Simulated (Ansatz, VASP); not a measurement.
Two plane-wave programs on GaN

The input POSCAR:

```
GaN
1.0
   -0.0112447627      2.2489525487      2.2489525487
    2.2489525487     -0.0112447627      2.2489525487
    2.2377077859      2.2377077859      0.0000000000
Ga N
1 1
Direct
   -0.0007240356     -0.0007240356      0.0007240356
    0.2507240356      0.2507240356      0.2492759644
```

INCAR.step1

```
PREC = Accurate ; ENCUT = 520
ISMEAR = 0 ; SIGMA = 0.01
LREAL = F ; LASPH = T
NELM = 100 ; NBANDS = 16
GGA = PE ; ALGO = Normal
EDIFF = 1E-4 ; LWAVE = T
LCHARG = F
```

The input INCAR.step2:

```
PREC = Accurate ; ENCUT = 520
EDIFF = 1E-6 ; ISMEAR = 0
SIGMA = 0.01 ; LREAL = F
LASPH = T ; NELM = 100
ALGO = Normal ; ISIF = 2
LWAVE = F ; LCHARG = F
METAGGA = R2SCAN ; LMIXTAU = T
NBANDS = 16 ; ISTART = 1
```

The input KPOINTS:

```
regular mesh
0
Gamma
  10 10 10
```

Input for Ansatz:

```yaml
crystal:
  lattice:
    - [-0.0112447627, 2.2489525487, 2.2489525487]
    - [2.2489525487, -0.0112447627, 2.2489525487]
    - [2.2377077859, 2.2377077859, 0.0]
  atoms:
    - { symbol: Ga, position: [-0.0007240356, -0.0007240356, 0.0007240356] }
    - { symbol: "N", position: [0.2507240356, 0.2507240356, 0.2492759644] }
kpoints:
  mp_grid: { grid: [10, 10, 10] }
  band_path:
    path:
      - [0.0, 0.0, 0.0]
      - [-0.5, -0.5, 0.0]
      - [-0.375, -0.375, 0.25]
      - [-0.375, 0.0, 0.375]
      - [0.0, 0.0, 0.5]
      - [-0.5, -0.25, 0.25]
    npoints: 1
hamiltonian:
  xc: r2scan
scf:
  occupations: { method: fixed }
  n_extra_bands: 4
output:
  forces: true
  stress: true
  eigenvalues: true
```

Change from the starting cell: shear_xy strain -1.0%.

Alike in both runs: task single point; functional r2SCAN; k mesh 10 × 10 × 10; no spin polarisation.

|  | VASP | Ansatz |
| --- | --- | --- |
| version | VASP 6.6.1 | Ansatz 0.2.0 |
| potentials or method | VASP PAW PBE potentials, release 64 (Ga_d, N) | plane waves, PAW |
| plane-wave cutoff (eV) | 520 | 500 |
| occupations | gaussian, width 0.01 eV | fixed |
| valence electrons in the cell | 18 | 18 |

```csv
,VASP,Ansatz,Ansatz less VASP
gap on the k mesh at the Fermi level (eV),2.12,2.13,+0.009
pressure (GPa),1.1,0.0,-1.11
"traceless stress, the component that is largest in VASP (GPa)",1.61,1.62,+0.004
```

VASP's potentials were made for PBE, not for r2SCAN.
